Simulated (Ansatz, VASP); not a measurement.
**One calculation of Zr2TeSe, two programs**

```
CELL_PARAMETERS angstrom
3.66326 0.00000 0.00000
-1.83163 3.17248 0.00000
0.00000 0.00000 7.71453
ATOMIC_POSITIONS crystal
Zr 0.33333 0.66667 0.77025
Zr 0.66667 0.33333 0.22975
Te 0.00000 0.00000 0.50000
Se 0.00000 0.00000 0.00000
```

Alike in both runs: functional PBE; k mesh 12 × 12 × 6; occupations gaussian, width 0.1 eV; no spin polarisation.

Ansatz relaxed the structure, and its values are those at the end. VASP's run is a single point on that final structure, the one shown.

|  | VASP | Ansatz |
| --- | --- | --- |
| version | VASP 6.6.1 | Ansatz 0.2.0 |
| potentials or method | VASP PAW PBE potentials, release 64 (Zr_sv, Te, Se), cutoff 520 eV | scalar-relativistic, plane waves, PAW |
| valence electrons in the cell | 36 | 56 |

```csv
,VASP,Ansatz,Ansatz less VASP
gap on the k mesh at the Fermi level (eV),none,none,-
pressure (GPa),0.1,0.0,-0.07
rms of the force components (eV/Å),0.004,0.002,-0.0023
```

A gap of «none» marks a metal or a gap that the smearing closes. With one functional, cell and mesh, what is left measures potentials, basis and numerics. VASP's potentials hold 36 valence electrons a cell and Ansatz's 56, so a difference there can come from the potentials and not from the codes.

Neither program's run includes spin-orbit coupling.
